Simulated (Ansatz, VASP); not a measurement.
Two plane-wave programs on EuRu3

Contents of INCAR:

```
PREC = Accurate
ENCUT = 520
EDIFF = 1E-6
ISMEAR = 0
SIGMA = 0.05
LREAL = False
LASPH = True
NELM = 150
ALGO = Normal
ISIF = 2
LWAVE = False
LCHARG = False
ISPIN = 2
MAGMOM = 6.76 0 0 0
LORBIT = 11
LMAXMIX = 6
GGA = PS
NBANDS = 42
```

The input KPOINTS:

```
Automatic mesh
0
Gamma
  8 8 8
```

Contents of POSCAR:

```
EuRu3
1.0
    4.0390222313      0.0000000000      0.0000000000
    0.0000000000      4.0390222313      0.0000000000
    0.0000000000      0.0000000000      4.0390222313
Eu Ru
1 3
Direct
    0.0000000000      0.0000000000      0.0000000000
    0.0000000000      0.5000000000      0.5000000000
    0.5000000000      0.5000000000      0.0000000000
    0.5000000000      0.0000000000      0.5000000000
```

Input for Ansatz:

```yaml
crystal:
  lattice:
    - [4.0390222313, 0.0, 0.0]
    - [0.0, 4.0390222313, 0.0]
    - [0.0, 0.0, 4.0390222313]
  atoms:
    - { symbol: Eu, position: [0.0, 0.0, 0.0], spin: 6.76 }
    - { symbol: Ru, position: [0.0, 0.5, 0.5] }
    - { symbol: Ru, position: [0.5, 0.5, 0.0] }
    - { symbol: Ru, position: [0.5, 0.0, 0.5] }
basis:
  ecutwfc: 420
  ecutrho_ratio: 4
kpoints:
  mp_grid: { grid: [8, 8, 8] }
hamiltonian:
  xc: pbesol
scf:
  occupations: { method: gaussian, width: 0.05 }
output:
  forces: true
  stress: true
  eigenvalues: true
  populations: true
magnetization:
  spin_polarized: true
```

Alike in both runs: task single point; functional PBEsol; k mesh 8 × 8 × 8; occupations gaussian, width 0.05 eV; collinear spin.

|  | VASP | Ansatz |
| --- | --- | --- |
| version | VASP 6.6.1 | Ansatz 0.2.0 |
| potentials or method | VASP PAW PBE potentials, release 64 (Eu, Ru_pv), cutoff 520 eV | scalar-relativistic, plane waves, PAW |
| valence electrons in the cell | 59 | 65 |

```csv
,VASP,Ansatz,Ansatz less VASP
pressure (GPa),-6.4,-6.7,-0.24
net moment per atom (μB),1.20,1.20,-0.001
size of the moment on the site where the two differ most (μB),6.11,6.17,+0.053
```

VASP's potentials were made for PBE, not for PBEsol. Site moments also hang on the region over which each program counts them. With one functional, cell and mesh, what is left measures potentials, basis and numerics. VASP's potentials hold 59 valence electrons a cell and Ansatz's 65, so a difference there can come from the potentials and not from the codes. Ansatz's warnings: stability check not made.

Neither program's run includes spin-orbit coupling.
